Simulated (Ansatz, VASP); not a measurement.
**Nb3H: VASP beside Ansatz**

INCAR

```
SYSTEM = Nb3H
PREC = Accurate
ENCUT = 520
EDIFF = 1E-7
ISMEAR = 0
SIGMA = 0.1
LREAL = .False.
LASPH = .True.
NELM = 150
ALGO = Normal
ISIF = 2
LWAVE = .False.
LCHARG = .False.
ISPIN = 2
MAGMOM = 0 0 0 1
LORBIT = 11
LMAXMIX = 4
LDIPOL = .True.
IDIPOL = 3
DIPOL = 0.5 0.5 0.332
GGA = CA
NBANDS = 32
```

File KPOINTS:

```
Automatic mesh
0
Gamma
  9 9 1
  0 0 0
```

The input POSCAR:

```
Nb3H
1.0
    2.9270177637      0.0000000000      0.0000000000
    0.0000000000      2.9270177637      0.0000000000
    0.0000000000      0.0000000000     21.1957939222
Nb H
3 1
Direct
    0.5000000000      0.5000000000      0.1887166867
    0.0000000000      0.0000000000      0.2876907936
    0.5000000000      0.5000000000      0.3866707684
    0.5000000000      0.6666666667      0.4664035685
```

Input for Ansatz:

```yaml
crystal:
  lattice:
    - [2.9270177637, 0.0, 0.0]
    - [0.0, 2.9270177637, 0.0]
    - [0.0, 0.0, 21.1957939222]
  atoms:
    - { symbol: Nb, position: [0.5, 0.5, 0.1887166867] }
    - { symbol: Nb, position: [0.0, 0.0, 0.2876907936] }
    - { symbol: Nb, position: [0.5, 0.5, 0.3866707684] }
    - { symbol: H, position: [0.5, 0.6666666667, 0.4664035685], spin: 1.0 }
basis:
  ecutwfc: 420
kpoints:
  mp_grid: { grid: [9, 9, 1] }
hamiltonian:
  xc: lda
scf:
  occupations: { method: gaussian, width: 0.1 }
output:
  forces: true
  eigenvalues: true
  populations: true
magnetization:
  spin_polarized: true
efield:
  axis: 3
  dipole_correction: true
  ramp_width: 0.04
```

Alike in both runs: task single point; functional LDA; k mesh 9 × 9 × 1; occupations gaussian, width 0.1 eV; collinear spin.

|  | VASP | Ansatz |
| --- | --- | --- |
| version | VASP 6.6.1 | Ansatz 0.2.0 |
| potentials or method | VASP PAW LDA potentials, release 64 (Nb_sv, H), cutoff 520 eV | scalar-relativistic, plane waves, PAW |
| valence electrons in the cell | 40 | 40 |

```tsv
	VASP	Ansatz	Ansatz less VASP
gap on the k mesh at the Fermi level (eV)	none	none	-
rms of the force components (eV/Å)	0.328	0.328	-0.0003
net moment per atom (μB)	0.00	0.00	0.000
```

LDA's correlation is that of Perdew and Zunger in VASP and of Perdew and Wang (1992) in Ansatz. Atom by atom the forces differ by 0.002 eV/Å (rms over components). A gap of «none» marks a metal or a gap that the smearing closes. Ansatz's warnings: seeded moment not kept.
